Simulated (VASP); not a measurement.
# In (P6/mmm) in VASP: a series of runs, part 2 of 2

VASP 6.6.1.

**3. Single point, RPBE**

This run uses another cell than the first one, of 29.27 Å³/atom, 0.893 times its volume.

INCAR reads:

```
SYSTEM = In
ALGO = Normal ; EDIFF = 1E-7
ENCUT = 520 ; GGA = RP
ISIF = 2 ; ISMEAR = -1
LASPH = .TRUE. ; LCHARG = .TRUE.
LELF = .TRUE. ; LREAL = .FALSE.
LVHAR = .TRUE. ; LWAVE = .FALSE.
NBANDS = 26 ; NELM = 80
PREC = Accurate ; SIGMA = 0.1
```

KPOINTS reads:

```
k-points
0
G
  9 9 12
  0 0 0
```

POSCAR reads:

```
In
1.0
    5.4649337731      0.0000000000      0.0000000000
   -2.7324668866      4.7327714775      0.0000000000
    0.0000000000      0.0000000000      3.3953583947
In
3
Direct
    0.0000000000      0.0000000000      0.0000000000
    0.3333333333      0.6666666667      0.5000000000
    0.6666666667      0.3333333333      0.5000000000
```

Potentials or basis: VASP PAW PBE potentials, release 64 (In_d).

Run with:

```console
> cat potpaw_PBE.64/In_d/POTCAR > POTCAR
> mpirun -np 1 vasp_std > vasp.out
```

OUTCAR:

```text
SYSTEM = In
   EDIFF = 1E-7
   ENCUT = 520
   GGA = RP
   ISIF = 2
   ISMEAR = -1
   LASPH = .TRUE.
   LREAL = .FALSE.
   NELM = 80
   PREC = Accurate

 ion  position               nearest neighbor table
   1  0.000  0.000  0.000-   2 3.58   3 3.58   2 3.58   3 3.58   3 3.58   3 3.58   2 3.58   2 3.58
                             3 3.58   3 3.58   2 3.58   2 3.58
   2  0.333  0.667  0.500-   3 3.16   3 3.16   3 3.16   1 3.58   1 3.58   1 3.58   1 3.58   1 3.58
                             1 3.58
   3  0.667  0.333  0.500-   2 3.16   2 3.16   2 3.16   1 3.58   1 3.58   1 3.58   1 3.58   1 3.58
                             1 3.58

  LATTYP: Found a hexagonal cell.
[... 894 lines left out ...]
  --------------------------------------------------------------------------------------
  -------------------------------------------------------------------------------------
  Total        0.3097441      0.3097441     -0.3423325     -0.0000000      0.0000000      0.0000000
  in kB        5.6510291      5.6510291     -6.2455781     -0.0000000      0.0000000      0.0000000
  external PRESSURE =       1.6854933 kB  Pullay stress =       0.0000000 kB

 VOLUME and BASIS-vectors are now :
 -----------------------------------------------------------------------------
  energy-cutoff  :      520.00
  volume of cell :       87.82
      direct lattice vectors                 reciprocal lattice vectors
     5.464933773  0.000000000  0.000000000     0.182984834  0.105646343  0.000000000
    -2.732466887  4.732771478  0.000000000     0.000000000  0.211292686  0.000000000
     0.000000000  0.000000000  3.395358395     0.000000000  0.000000000  0.294519719

 POSITION                                       TOTAL-FORCE (eV/Angst)
 -----------------------------------------------------------------------------------
      0.00000      0.00000      0.00000         0.000000      0.000000      0.000000
     -0.00000      3.15518      1.69768         0.000000      0.000000      0.000000
      2.73247      1.57759      1.69768        -0.000000     -0.000000      0.000000
 -----------------------------------------------------------------------------------
    total drift:                                0.000000      0.000000     -0.000000

  FREE ENERGIE OF THE ION-ELECTRON SYSTEM (eV)
  ---------------------------------------------------
  free  energy   TOTEN  =        -6.5502323435 eV

  energy  without entropy=       -6.4903269739  energy(sigma->0) =       -6.52027966
```

OSZICAR:

```text
N       E                     dE             d eps       ncg     rms          rms(c)
DAV:   1     0.346641905439E+03    0.34664E+03   -0.18943E+04  4368   0.196E+03
DAV:   2     0.233295913609E+02   -0.32331E+03   -0.31920E+03  4376   0.439E+02
DAV:   3    -0.555938389706E+01   -0.28889E+02   -0.28659E+02  5218   0.157E+02
DAV:   4    -0.653476954765E+01   -0.97539E+00   -0.97418E+00  5260   0.324E+01
DAV:   5    -0.658726173212E+01   -0.52492E-01   -0.52490E-01  7048   0.575E+00    0.315E+00
DAV:   6    -0.655460630974E+01    0.32655E-01   -0.77818E-02  5638   0.390E+00    0.162E+00
DAV:   7    -0.654982018188E+01    0.47861E-02   -0.31954E-02  5706   0.227E+00    0.340E-01
DAV:   8    -0.655016011364E+01   -0.33993E-03   -0.35094E-03  4774   0.690E-01    0.538E-02
DAV:   9    -0.655022066805E+01   -0.60554E-04   -0.22819E-04  6594   0.138E-01    0.289E-02
DAV:  10    -0.655023231949E+01   -0.11651E-04   -0.27579E-05  5220   0.551E-02    0.173E-02
DAV:  11    -0.655023222260E+01    0.96889E-07   -0.25262E-06  5708   0.271E-02    0.128E-02
DAV:  12    -0.655023238561E+01   -0.16301E-06   -0.18071E-07  3638   0.909E-03    0.543E-03
DAV:  13    -0.655023234353E+01    0.42080E-07   -0.50226E-08  2558   0.258E-03
   1 F= -.65502323E+01 E0= -.65202797E+01  d E =-.599054E-01
```

stdout:

```text
POSCAR found type information on POSCAR In
 POSCAR found :  1 types and       3 ions
 scaLAPACK will be used
 -----------------------------------------------------------------------------
|                                                                             |
|                                                                             |
|     You enforced a specific xc type in the INCAR file but a different       |
|     I HOPE YOU KNOW WHAT YOU ARE DOING!                                     |
|                                                                             |
 -----------------------------------------------------------------------------

 LDA part: xc-table for (Slater+PW92), standard interpolation
 POSCAR, INCAR and KPOINTS ok, starting setup
 FFT: planning ... GRIDC
 FFT: planning ... GRID_SOFT
 FFT: planning ... GRID
 WAVECAR not read
 entering main loop
```

It took 2.2 min on 1 thread of Intel Xeon Platinum 8488C (Sapphire Rapids), shared host; peak memory 0.3 GiB.

Results:

```
Free energy : -6.5502 eV
Pressure    : 0.2 GPa
```

Stress tensor (GPa, compression positive):
```
 0.57  0.00  0.00
 0.00  0.57  0.00
 0.00  0.00 -0.62
```

Caveat: the PAW data sets were made with another functional, which shifts forces and pressure a little; spin-orbit coupling is left out, which moves the levels of the heavy elements.

**4. Relaxation of cell and atoms, RPBE**

This run uses another cell than the first one, of 26.14 Å³/atom, 0.797 times its volume.

INCAR reads:

```
SYSTEM = In
PREC = Accurate ; ENCUT = 600
EDIFF = 1E-6 ; ISMEAR = -1
SIGMA = 0.1 ; LREAL = .False.
LASPH = .True. ; NELM = 80
ALGO = Normal ; ISIF = 3
LWAVE = .False. ; LCHARG = .False.
GGA = RP ; IBRION = 2
NSW = 80 ; EDIFFG = -0.01
```

KPOINTS reads:

```
regular mesh
0
Gamma
  7 7 10
  0 0 0
```

POSCAR reads:

```
In
1.0
    5.2864609513      0.0000000000      0.0000000000
   -2.6432304757      4.5782094800      0.0000000000
    0.0000000000      0.0000000000      3.2406005632
In
3
Direct
    0.0000000000      0.0000000000      0.0000000000
    0.3333333333      0.6666666667      0.5000000000
    0.6666666667      0.3333333333      0.5000000000
```

Run with:

```console
> cat potpaw_PBE.64/In_d/POTCAR > POTCAR
> mpirun -np 1 vasp_std > vasp.out
```

Wall time 5.2 min (1 thread of Intel Xeon Platinum 8488C (Sapphire Rapids), shared host); peak memory 0.27 GiB.

It converged, with:

| Quantity | Value |
| --- | --- |
| Free energy | -6.5932 eV |
| Relaxed volume | 29.24 Å³/atom |
| Relaxed cell | a = 5.461 Å, b = 5.461 Å, c = 3.396 Å, α = 90.00°, β = 90.00°, γ = 120.00° |
| Space group after relaxing (to 0.05 Å) | P6/mmm (No. 191) |
| Energy gained by relaxing | 37.7 meV/atom |
| Ionic steps | 6 |
| Pressure after relaxing | 0.0 GPa |

The path:
```tsv
step	energy change (eV)	largest force (eV/Å)	pressure (GPa)	volume (Å³)
1	0.0000	0.0000	4.38	78.43
2	-0.1115	0.0000	0.22	86.82
3	-0.1121	0.0000	0.04	87.47
4	-0.1122	0.0000	-0.04	87.66
5	-0.1129	0.0000	0.05	87.68
6	-0.1132	0.0000	0.02	87.71
```

Final structure:
```
In
1.0
     5.46092    0.00000    0.00000
    -2.73046    4.72929    0.00000
     0.00000    0.00000    3.39628
In
3
Direct
  0.00000 0.00000 0.00000
  0.33333 0.66667 0.50000
  0.66667 0.33333 0.50000
```

Levels at points of the mesh, in eV from the Fermi level:
```
           k point  band 16  band 17  band 18  band 19  band 20  band 21  band 22  band 23
(0.00, 0.00, 0.00)    -8.87    -2.84    -2.60    -0.86    -0.86    -0.71    -0.71     4.25
(0.00, 0.00, 0.50)    -5.85    -4.82     0.21     0.89     1.02     1.11     1.11     1.43
```

Caveat: the PAW data sets were made with another functional, which shifts forces and pressure a little; spin-orbit coupling is left out, which moves the levels of the heavy elements.

**5. Summary**

| task | cell | k mesh | cutoff (eV) | gap on the mesh (eV) | pressure (GPa) |
| --- | --- | --- | --- | --- | --- |
| single point | a = 5.675, b = 5.675, c = 3.526 Å, angles 90.0, 90.0, 120.0°, 3 atoms | 8 × 8 × 11 | 520 | none | -2.3 |
| single point | a = 5.465, b = 5.465, c = 3.395 Å, angles 90.0, 90.0, 120.0°, 3 atoms | 9 × 9 × 12 | 520 | none | 0.2 |
| relaxation of cell and atoms | relaxed from a = 5.286, b = 5.286, c = 3.241 Å, angles 90.0, 90.0, 120.0°, 3 atoms | 7 × 7 × 10 | 600 | none | 0.0 |

Alike in all rows: level RPBE; potentials or basis VASP PAW PBE potentials, release 64 (In_d); no spin polarisation; smearing fermi-dirac 0.1 eV.

Caveats: the PAW data sets were made with another functional, which shifts forces and pressure a little; spin-orbit coupling is left out, which moves the levels of the heavy elements.

Absolute energies hang on the potentials; compare differences alone.
